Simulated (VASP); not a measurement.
A run of VASP 6.6.1 is set up as follows.

INCAR

```
SYSTEM = C8O
PREC = Accurate
ENCUT = 520
EDIFF = 1E-6
ISMEAR = 0
SIGMA = 0.1
LREAL = .FALSE.
LASPH = .TRUE.
NELM = 100
ALGO = Normal
ISIF = 2
LWAVE = .FALSE.
LCHARG = .FALSE.
LDIPOL = .TRUE.
IDIPOL = 3
DIPOL = 0.5 0.5 0.490
GGA = PE
IVDW = 12
NBANDS = 29
```

File KPOINTS:

```
regular mesh
0
G
  12 12 1
  0 0 0
```

Contents of POSCAR:

```
C8O
1.0
    2.4649796670      0.0000000000      0.0000000000
   -1.2324898335      2.1347350114      0.0000000000
    0.0000000000      0.0000000000     29.1076495408
C O
8 1
Direct
    0.0000000000      0.0000000000      0.2920194646
    0.6666666667      0.3333333334      0.2920194566
    0.0000000000      0.0000000000      0.4077696707
    0.3333333333      0.6666666667      0.4077696627
    0.0000000000      0.0000000000      0.5235198769
    0.6666666667      0.3333333334      0.5235198689
    0.0000000000      0.0000000000      0.6392700831
    0.3333333333      0.6666666667      0.6392700751
    0.0000000000      0.5000000000      0.6867941769
```

Potentials or basis: VASP PAW PBE potentials, release 64 (C, O).

Launch:

```bash
$ cat potpaw_PBE.64/C/POTCAR potpaw_PBE.64/O/POTCAR > POTCAR
$ mpirun -np 1 vasp_std > vasp.out
```

Problem. Estimate the largest force.

Solution. 1.713 eV/Å.

Problem. Predict the dispersion energy per atom.

Solution. -0.130 eV.

Problem. What does it give for the band gap on the k mesh?

Solution. Zero (bands 19 and 20 overlap by 0.14 eV).

Forces on the atoms (eV/Å):
```
C    0.000  0.000  0.012
C    0.000  0.000 -0.011
C    0.000  0.000 -0.010
C    0.000  0.000  0.010
C   -0.003 -0.002  0.012
C   -0.003 -0.002  0.026
C   -0.228 -0.131 -0.820
C   -1.243 -0.718  0.626
O    1.477  0.853  0.156
```
